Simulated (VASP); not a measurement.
Input of a VASP 6.6.1 run:

Contents of POSCAR:

```
Sb
1.0
   -3.9745619307      3.9745619307      2.0398468051
    3.9745619307     -3.9745619307      2.0398468051
    3.9745619307      3.9745619307     -2.0398468051
Sb
4
Direct
    0.6524215639      0.1524215639      0.8048431279
    0.1524215639      0.3475784361      0.5000000000
    0.3475784361      0.8475784361      0.1951568721
    0.8475784361      0.6524215639      0.5000000000
```

INCAR.step1

```
SYSTEM = Sb
ALGO = Normal
EDIFF = 1E-5
ENCUT = 520
GGA = PE
ISIF = 2
ISMEAR = -1
LASPH = .True.
LCHARG = .False.
LREAL = .False.
LWAVE = .True.
NBANDS = 18
NELM = 80
PREC = Accurate
SIGMA = 0.05
```

INCAR.step2

```
SYSTEM = Sb
AEXX = 0.25
ALGO = Normal
EDIFF = 1E-6
ENCUT = 520
GGA = PE
ISIF = 2
ISMEAR = -1
ISTART = 1
LASPH = .True.
LCHARG = .False.
LHFCALC = .True.
LREAL = .False.
LWAVE = .False.
NBANDS = 18
NELM = 80
PREC = Accurate
PRECFOCK = Normal
SIGMA = 0.05
```

File KPOINTS:

```
k-points
0
Gamma
  4 4 4
  0 0 0
```

Potentials or basis: VASP PAW PBE potentials, release 64 (Sb).

Command:

```sh
$ cat potpaw_PBE.64/Sb/POTCAR > POTCAR
$ cp INCAR.step1 INCAR
$ mpirun -np 1 vasp_std > vasp.out
$ cp INCAR.step2 INCAR
$ mpirun -np 1 vasp_std > vasp.out
```

Problem. What does it give for the largest force?

Solution. 0.008 eV/Å.

Problem. Predict the pressure.

Solution. -1.0 GPa.

Problem. Estimate the band gap on the k mesh.

Solution. Zero (bands 10 and 11 overlap by 2.53 eV).

Forces on the atoms (eV/Å):
```
Sb  -0.006 -0.006  0.000
Sb   0.006 -0.006  0.000
Sb   0.006  0.006  0.000
Sb  -0.006  0.006  0.000
```

Caveat: the k points lie up to 0.43 Å⁻¹ apart, too coarse for converged energies and pressures of a metal; the PAW data sets were made with another functional, which shifts forces and pressure a little; spin-orbit coupling is left out, which moves the levels of the heavy elements.
